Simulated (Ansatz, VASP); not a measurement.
## KC2S2N2 in VASP and in Ansatz

```
CELL_PARAMETERS angstrom
0.00000 4.15059 0.00000
5.89535 -2.07530 0.00000
1.77509 0.00000 -6.60719
ATOMIC_POSITIONS crystal
K 0.00000 0.00000 0.00000
C 0.75861 0.51722 0.77800
C 0.24139 0.48278 0.22200
N 0.85963 0.71926 0.82342
N 0.14037 0.28074 0.17658
S 0.61030 0.22060 0.73320
S 0.38970 0.77940 0.26680
```

Alike in both runs: task single point; functional PBEsol; k mesh 5 × 5 × 3; occupations tetrahedron; no spin polarisation.

|  | VASP | Ansatz |
| --- | --- | --- |
| version | VASP 6.6.1 | Ansatz 0.2.0 |
| potentials or method | VASP PAW PBE potentials, release 64 (K_sv, C, N, S), cutoff 520 eV | PAW plane waves |
| valence electrons in the cell | 39 | 39 |

Ansatz gave:

* gap on the k mesh at the Fermi level (eV): none
* pressure (GPa): -7.8
* traceless stress, the component that is largest in VASP (GPa): -22.75
* rms of the force components (eV/Å): 3.857

Problem. What did VASP give for the same quantities?

Solution. gap on the k mesh at the Fermi level (eV): none; pressure (GPa): -7.6; traceless stress, the component that is largest in VASP (GPa): -22.56; rms of the force components (eV/Å): 3.827.

VASP's potentials were made for PBE, not for PBEsol. Atom by atom the forces differ by 0.061 eV/Å (rms over components). A gap of «none» marks a metal or a gap that the smearing closes. The functional is the same, so the differences come from potentials, cutoffs and numerics. Ansatz's warnings: band table not solved further, tetrahedron derivatives may miss energy slope.
